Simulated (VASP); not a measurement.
Input of a VASP 6.6.1 run:

File INCAR:

```
  PREC = Accurate
  ENCUT = 520
  EDIFF = 1E-6
  ISMEAR = 0
  SIGMA = 0.01
  LREAL = F
  LASPH = T
  NELM = 80
  ALGO = Normal
  ISIF = 2
  LWAVE = F
  LCHARG = F
  GGA = B5
  ALDAX = 1.0
  AGGAX = 1.0
  AGGAC = 1.0
  ALDAC = 0.0
  NBANDS = 27
```

File KPOINTS:

```
Automatic mesh
0
Gamma
  6 6 6
```

Contents of POSCAR:

```
InSe
1.0
    2.0000000000      1.1547005400      8.4400000000
   -2.0000000000      1.1547005400      8.4400000000
    0.0000000000     -2.3094010800      8.4400000000
In Se
2 2
Direct
    0.0000000000      0.0000000000      0.0000000000
    0.1114000000      0.1114000000      0.1114000000
    0.6165000000      0.6165000000      0.6165000000
    0.8281000000      0.8281000000      0.8281000000
```

Potentials or basis: VASP PAW PBE potentials, release 64 (In_d, Se).

Run with:

```sh
$ cat potpaw_PBE.64/In_d/POTCAR potpaw_PBE.64/Se/POTCAR > POTCAR
$ mpirun -np 1 vasp_std > vasp.out
```

(1) What does it give for the largest force?

(2) Predict the band gap on the k mesh.

Answers

(1) 0.456 eV/Å.

(2) 0.39 eV, direct.

Caveat: the PAW data sets were made with another functional, which shifts forces and pressure a little; spin-orbit coupling is left out, which moves the levels of the heavy elements.
